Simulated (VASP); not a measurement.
# TiTe2 (P-3m1) in VASP: further runs

The runs below take TiTe2 through single point, relaxation of shape and atoms at fixed volume, with PBEsol.

All numbers are computed with VASP 6.6.1; they aren't measurements. Logs are shortened: lines on timing, memory, paths and dates and some standing lists are left out, and cuts for length are marked.

## 1. The cell of the first run

It takes space group P-3m1 (No. 164, trigonal). The conventional cell has a = 3.644 Å, b = 3.644 Å, c = 6.283 Å, α = 90.00°, β = 90.00°, γ = 120.00°. Within 3.7 Å of Ti (site symmetry -3m) lie 6 Te at 2.72 Å and 6 Ti at 3.64 Å. Within 3.7 Å of Te (site symmetry 3m) lie 3 Ti at 2.72 Å and 9 Te at 3.53 to 3.64 Å.

## 2. Single point, PBEsol (24.08 Å³/atom)

INCAR

```
ALGO = Normal
EDIFF = 1E-6
ENCUT = 520
GGA = PS
ISIF = 2
ISMEAR = -1
LASPH = T
LCHARG = F
LREAL = F
LWAVE = F
NBANDS = 19
NELM = 100
PREC = Accurate
SIGMA = 0.05
```

KPOINTS

```
k-points
0
Gamma
  11 11 6
```

POSCAR

```
TiTe2
1.0
    3.6440756082      0.0000000000      0.0000000000
   -1.8220378041      3.1558620501      0.0000000000
    0.0000000000      0.0000000000      6.2826291876
Ti Te
1 2
Direct
    0.0000000000      0.0000000000      0.0000000000
    0.6666666667      0.3333333333      0.2748652254
    0.3333333333      0.6666666667      0.7251347746
```

Potentials or basis: VASP PAW PBE potentials, release 64 (Ti_sv, Te).

Launch:

```sh
> cat potpaw_PBE.64/Ti_sv/POTCAR potpaw_PBE.64/Te/POTCAR > POTCAR
> mpirun -np 1 vasp_std > vasp.out
```

OUTCAR:

```text
EDIFF = 1E-6
   ENCUT = 520
   GGA = PS
   ISIF = 2
   ISMEAR = -1
   LASPH = T
   LREAL = F
   NELM = 100
   PREC = Accurate

 ion  position               nearest neighbor table
   1  0.000  0.000  0.000-   2 2.72   3 2.72   2 2.72   3 2.72   2 2.72   3 2.72
   2  0.667  0.333  0.275-   1 2.72   1 2.72   1 2.72   3 3.53   3 3.53   3 3.53
   3  0.333  0.667  0.725-   1 2.72   1 2.72   1 2.72   2 3.53   2 3.53   2 3.53

  LATTYP: Found a hexagonal cell.
 ALAT       =     3.6440756082
 C/A-ratio  =     1.7240666394

  Lattice vectors:

 A1 = (   3.6440756082,   0.0000000000,   0.0000000000)
 A2 = (  -1.8220378041,   3.1558620501,   0.0000000000)
 A3 = (   0.0000000000,   0.0000000000,   6.2826291876)

Analysis of symmetry for initial positions (statically):
=====================================================================
 Subroutine PRICEL returns:
 Original cell was already a primitive cell.

 Routine SETGRP: Setting up the symmetry group for a
 hexagonal supercell.

 Subroutine GETGRP returns: Found 12 space group operations
 (whereof 12 operations were pure point group operations)
 out of a pool of 24 trial point group operations.

The static configuration has the point symmetry D_3d.

Analysis of symmetry for dynamics (positions and initial velocities):
=====================================================================
 Subroutine PRICEL returns:
 Original cell was already a primitive cell.

 Routine SETGRP: Setting up the symmetry group for a
 hexagonal supercell.

 Subroutine GETGRP returns: Found 12 space group operations
 (whereof 12 operations were pure point group operations)
 out of a pool of 24 trial point group operations.

The dynamic configuration has the point symmetry D_3d.

 Subroutine INISYM returns: Found 12 space group operations
 (whereof 12 operations are pure point group operations),
 and found     1 'primitive' translations

----------------------------------------------------------------------------------------

                                     Primitive cell

  volume of cell :      72.2515

  direct lattice vectors                    reciprocal lattice vectors
     3.644075608  0.000000000  0.000000000     0.274418016  0.158435316  0.000000000
[... 82 lines left out ...]
   ISPIN  =      1    spin polarized calculation?
   LNONCOLLINEAR =      F non collinear calculations
   LSORBIT =      F    spin-orbit coupling
   LASPH  =      T    aspherical Exc in radial PAW
   ENCUT  =  520.0 eV  38.22 Ry    6.18 a.u.   6.78  6.78 11.68*2*pi/ulx,y,z
   NELM   =    100;   NELMIN=  2; NELMDL= -5     # of ELM steps
   EDIFF  = 0.1E-05   stopping-criterion for ELM
   LREAL  =      F    real-space projection
   EDIFFG = 0.1E-04   stopping-criterion for IOM
   NSW    =      0    number of steps for IOM
   IBRION =     -1    ionic relax: 0-MD 1-quasi-New 2-CG
   NFREE  =      0    steps in history (QN), initial steepest desc. (CG)
   ISIF   =      2    stress and relaxation
   ISYM   =      2    0-nonsym 1-usesym 2-fastsym
   POTIM  = 0.5000    time-step for ionic-motion
   TEBEG  =    0.0;   TEEND  =   0.0 temperature during run
   PSTRESS=    0.0 pullay stress
   NELECT =      24.0000    total number of electrons
   NUPDOWN=      -1.0000    fix difference up-down
   EMIN   =  10.00;   EMAX   =-10.00  energy-range for DOS
   EFERMI =   0.00;   METHOD = LEGACY
   ISMEAR =    -1;   SIGMA  =   0.05  broadening in eV -4-tet -1-fermi 0-gaus
   EFERMI_NEDOS =   21; number of points for ismear=-14 and -15
   IALGO  =     38    algorithm
   IMIX   =      4    mixing-type and parameters
     AMIX     =   0.40;   BMIX     =  1.00
     AMIX_MAG =   1.60;   BMIX_MAG =  1.00
  volume/ion in A,a.u.               =      24.08       162.53
  Fermi-wavevector in a.u.,A,eV,Ry     =   1.133782  2.142538 17.489774  1.285462
  Thomas-Fermi vector in A             =   2.270485
   LORBIT       =      0    0 simple, 1 ext, 2 COOP (PROOUT), +10 PAW based schemes
   GGA     = PS    functional components
   LHFCALC =     F    Hartree Fock is set to
   AEXX    =    0.0000 exact exchange contribution
   IVDW    =     0    specifies the selected vdW correction
   LEPSILON=     F    determine dielectric tensor
   LRPA    =     F    only Hartree local field effects (RPA)
 non-spin polarized calculation
  energy-cutoff  :      520.00
  volume of cell :       72.25
 maximum number of plane-waves:      1967
 NGX is ok and might be reduce to    28
   NGX = 13   NGY = 13   NGZ = 23

 number of electron      24.0000002 magnetization

 Free energy of the ion-electron system (eV)
  ---------------------------------------------------
  ext. energy  EPLUGINS =         0.00000000
  ---------------------------------------------------
  free energy    TOTEN  =       -17.51959980 eV

  energy without entropy =      -17.51013733  energy(sigma->0) =      -17.51486857

 E-fermi :   8.0347     XC(G=0): -10.5252

 val. band max:        8.0326917766   @ k =   0.3636   0.0000   0.0000
 cond. band min:       8.0439507156   @ k =   0.0000   0.0909   0.1667
 fundamental gap:      0.0112589389
 Fermi energy:         8.0346985361

 k-point     1 :       0.0000    0.0000    0.0000
  band No.  band energies     occupation
      1     -48.9866      2.00000
      2     -25.3582      2.00000
      3     -25.3582      2.00000
      4     -25.3369      2.00000
      5      -5.0348      2.00000
      6      -3.1446      2.00000
[... 505 lines left out ...]
      6      -2.5389      2.00000
[... 11 lines left out ...]
     18      13.0073      0.00000
     19      13.2186      0.00000

 [... further k-points ...]

------------------------ aborting loop because EDIFF is reached ----------------------------------------

  FORCE on cell =-STRESS in cart. coord.  units (eV):
  Direction    XX          YY          ZZ          XY          YZ          ZX
  --------------------------------------------------------------------------------------
  -------------------------------------------------------------------------------------
  Total        1.0956051      1.0956051      1.0749581      0.0000000      0.0000000      0.0000000
  in kB       24.2950510     24.2950510     23.8372042      0.0000000      0.0000000      0.0000000
  external PRESSURE =      24.1424354 kB  Pullay stress =       0.0000000 kB

 VOLUME and BASIS-vectors are now :
 -----------------------------------------------------------------------------
  energy-cutoff  :      520.00
  volume of cell :       72.25
      direct lattice vectors                 reciprocal lattice vectors
     3.644075608  0.000000000  0.000000000     0.274418016  0.158435316  0.000000000
    -1.822037804  3.155862050  0.000000000     0.000000000  0.316870631  0.000000000
     0.000000000  0.000000000  6.282629188     0.000000000  0.000000000  0.159169031

 POSITION                                       TOTAL-FORCE (eV/Angst)
 -----------------------------------------------------------------------------------
      0.00000      0.00000      0.00000         0.000000      0.000000      0.000000
      1.82204      1.05195      1.72688        -0.000000      0.000000      0.018014
     -0.00000      2.10391      4.55575         0.000000     -0.000000     -0.018014
 -----------------------------------------------------------------------------------
    total drift:                                0.000000      0.000000     -0.000000

  FREE ENERGIE OF THE ION-ELECTRON SYSTEM (eV)
  ---------------------------------------------------
  free  energy   TOTEN  =       -17.5195998035 eV

  energy  without entropy=      -17.5101373328  energy(sigma->0) =      -17.51486857
```

Wall time 48 s (1 thread of AMD EPYC 9R45 (Zen 5), shared host); peak memory 0.23 GiB.

What came out:

| Property | Result |
| --- | --- |
| Free energy | -17.5196 eV |
| Pressure | 2.4 GPa |
| Largest force | 0.018 eV/Å |
| Band gap on the k mesh | zero (bands 12 and 13 overlap by 0.85 eV) |

Forces on the atoms (eV/Å):
```
Ti   0.000  0.000  0.000
Te   0.000  0.000  0.018
Te   0.000  0.000 -0.018
```

Caveat: the PAW data sets were made with another functional, which shifts forces and pressure a little; spin-orbit coupling is left out, which moves the levels of the heavy elements.

## 3. Single point, PBEsol

This run uses another cell than the first one, of 26.76 Å³/atom.

INCAR

```
PREC     = Accurate       # precision mode
ENCUT    = 520            # plane-wave cutoff, eV
EDIFF    = 1E-6           # SCF threshold, eV
ISMEAR   = -1             # smearing method
SIGMA    = 0.05           # smearing width, eV
LREAL    = False          # projectors in reciprocal space
LASPH    = True           # aspherical terms in the spheres
NELM     = 100            # most SCF steps
ALGO     = Normal         # electronic algorithm
ISIF     = 2              # what is computed and relaxed
LWAVE    = False          # write WAVECAR
LCHARG   = False          # write CHGCAR
GGA      = PS             # functional
NBANDS   = 19             # bands
```

KPOINTS

```
regular mesh
0
Gamma
  11 11 6
```

POSCAR

```
TiTe2
1.0
    3.7313461020      0.0000000000      0.0000000000
   -1.8656730510      3.2314405146      0.0000000000
    0.0000000000      0.0000000000      6.6579818767
Ti Te
1 2
Direct
    0.0000000000      0.0000000000      0.0000000000
    0.6666666667      0.3333333333      0.2582711043
    0.3333333333      0.6666666667      0.7417288957
```

Potentials or basis: VASP PAW PBE potentials, release 64 (Ti_sv, Te).

Launch:

```sh
> cat potpaw_PBE.64/Ti_sv/POTCAR potpaw_PBE.64/Te/POTCAR > POTCAR
> mpirun -np 1 vasp_std > vasp.out
```

Run time: 66 s. Hardware: 1 thread of AMD EPYC 9R45 (Zen 5), shared host; peak memory 0.24 GiB.

Results (log left out):

```
Free energy            : -17.5274 eV
Pressure               : -1.3 GPa
Largest force          : 0.020 eV/Å
Band gap on the k mesh : zero (bands 12 and 13 overlap by 0.71 eV)
```

Forces on the atoms (eV/Å):
```
Ti   0.000  0.000  0.000
Te   0.000  0.000  0.020
Te   0.000  0.000 -0.020
```

Levels at points of the mesh, in eV from the Fermi level:
| k point | band 9 | band 10 | band 11 | band 12 | band 13 | band 14 | band 15 | band 16 |
| --- | --- | --- | --- | --- | --- | --- | --- | --- |
| (0.00, 0.00, 0.00) | -1.59 | 0.27 | 0.29 | 0.41 | 0.41 | 1.21 | 1.21 | 3.24 |
| (0.00, 0.00, 0.50) | -1.54 | -1.54 | 0.41 | 0.41 | 0.96 | 0.96 | 0.97 | 3.59 |

Caveat: the PAW data sets were made with another functional, which shifts forces and pressure a little; spin-orbit coupling is left out, which moves the levels of the heavy elements; this functional lacks dispersion, which binds the layers, so the pressure and a relaxed spacing across them are unreliable.

## 4. Relaxation of shape and atoms at fixed volume, PBEsol

This run uses another cell than the first one, of 26.76 Å³/atom.

INCAR

```
SYSTEM = TiTe2
  PREC = Accurate
  ENCUT = 600
  EDIFF = 1E-6
  ISMEAR = -1
  SIGMA = 0.05
  LREAL = .FALSE.
  LASPH = .TRUE.
  NELM = 100
  ALGO = Normal
  ISIF = 4
  LWAVE = .FALSE.
  LCHARG = .FALSE.
  GGA = PS
  IBRION = 2
  NSW = 50
  EDIFFG = -0.01
```

KPOINTS

```
regular mesh
0
G
  11 11 6
  0 0 0
```

POSCAR

```
TiTe2
1.0
    3.7770000000      0.0000000000      0.0000000000
   -1.8885000000      3.2709779501      0.0000000000
    0.0000000000      0.0000000000      6.4980000000
Ti Te
1 2
Direct
    0.0000000000      0.0000000000      0.0000000000
    0.6666666667      0.3333333333      0.2628000000
    0.3333333333      0.6666666667      0.7372000000
```

Launch:

```sh
> cat potpaw_PBE.64/Ti_sv/POTCAR potpaw_PBE.64/Te/POTCAR > POTCAR
> mpirun -np 1 vasp_std > vasp.out
```

It took 2.9 min on 1 thread of AMD EPYC 9R45 (Zen 5), shared host; peak memory 0.28 GiB.

The run converged. Its results:

| Property | Result |
| --- | --- |
| Free energy | -17.5275 eV |
| Energy gained by relaxing | 2.7 meV/atom |
| Ionic steps | 5 |
| Pressure after relaxing | -1.4 GPa |
| Band gap on the k mesh | zero (bands 12 and 13 overlap by 0.71 eV) |

Forces on the atoms (eV/Å):
```
Ti   0.000  0.000  0.000
Te   0.000  0.000 -0.003
Te   0.000  0.000  0.003
```

Step by step:
```
step  energy change (eV)  largest force (eV/Å)  pressure (GPa)  volume (Å³)
   1              0.0000                0.0933           -2.23        80.28
   2             -0.0031                0.0846           -2.11        80.28
   3             -0.0077                0.0643           -1.72        80.28
   4             -0.0078                0.0617           -1.66        80.28
   5             -0.0082                0.0028           -1.45        80.28
```

Final structure:
```
CELL_PARAMETERS angstrom
3.73348 0.00000 0.00000
-1.86674 3.23329 0.00000
0.00000 0.00000 6.65036
ATOMIC_POSITIONS crystal
Ti 0.00000 0.00000 0.00000
Te 0.66667 0.33333 0.25878
Te 0.33333 0.66667 0.74122
```

Levels at points of the mesh, in eV from the Fermi level:
| k point | band 9 | band 10 | band 11 | band 12 | band 13 | band 14 | band 15 | band 16 |
| --- | --- | --- | --- | --- | --- | --- | --- | --- |
| (0.00, 0.00, 0.00) | -1.59 | 0.27 | 0.31 | 0.41 | 0.41 | 1.20 | 1.20 | 3.23 |
| (0.00, 0.00, 0.50) | -1.54 | -1.54 | 0.41 | 0.41 | 0.95 | 0.95 | 0.97 | 3.58 |

Caveat: the PAW data sets were made with another functional, which shifts forces and pressure a little; spin-orbit coupling is left out, which moves the levels of the heavy elements; this functional lacks dispersion, which binds the layers, so the pressure and a relaxed spacing across them are unreliable.

## 5. Overview

| task | cell | cutoff (eV) | gap on the mesh (eV) | pressure (GPa) | largest force (eV/Å) |
| --- | --- | --- | --- | --- | --- |
| single point | a = 3.644, b = 3.644, c = 6.283 Å, angles 90.0, 90.0, 120.0°, 3 atoms, atomic positions A | 520 | none | 2.4 | 0.02 |
| single point | a = 3.731, b = 3.731, c = 6.658 Å, angles 90.0, 90.0, 120.0°, 3 atoms, atomic positions B | 520 | none | -1.3 | 0.02 |
| relaxation of shape and atoms at fixed volume | relaxed from a = 3.777, b = 3.777, c = 6.498 Å, angles 90.0, 90.0, 120.0°, 3 atoms, atomic positions C | 600 | none | -1.4 | - |

Alike in all rows: level PBEsol; potentials or basis VASP PAW PBE potentials, release 64 (Ti_sv, Te); no spin polarisation; k mesh 11 × 11 × 6; smearing fermi-dirac 0.05 eV.

Caveats: the PAW data sets were made with another functional, which shifts forces and pressure a little; spin-orbit coupling is left out, which moves the levels of the heavy elements; this functional lacks dispersion, which binds the layers, so the pressure and a relaxed spacing across them are unreliable (at least some runs).

Absolute energies hang on the potentials; compare differences alone.
